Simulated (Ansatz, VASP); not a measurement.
# Ta in VASP and in Ansatz

```xyz
1
Lattice="-1.6534 1.6534 1.6534 1.6534 -1.6534 1.6534 1.6534 1.6534 -1.6534" Properties=species:S:1:pos:R:3 pbc="T T T"
Ta    0.0000    0.0000    0.0000
```

Alike in both runs: task single point; functional r2SCAN; k mesh 13 × 13 × 13; occupations gaussian, width 0.03 eV; no spin polarisation.

|  | VASP | Ansatz |
| --- | --- | --- |
| version | VASP 6.6.1 | Ansatz 0.2.0 |
| potentials or method | VASP PAW PBE potentials, release 64 (Ta_pv), cutoff 520 eV | plane waves (500 eV) with PAW, scalar-relativistic |
| valence electrons in the cell | 11 | 13 |

|  | VASP | Ansatz | Ansatz less VASP |
| --- | --- | --- | --- |
| pressure (GPa) | 0.6 | 0.0 | -0.65 |

VASP's potentials were made for PBE, not for r2SCAN. The functional is the same, so the differences come from potentials, cutoffs and numerics. VASP's potentials hold 11 valence electrons a cell and Ansatz's 13, so a difference there can come from the potentials and not from the codes.

Neither program's run includes spin-orbit coupling.
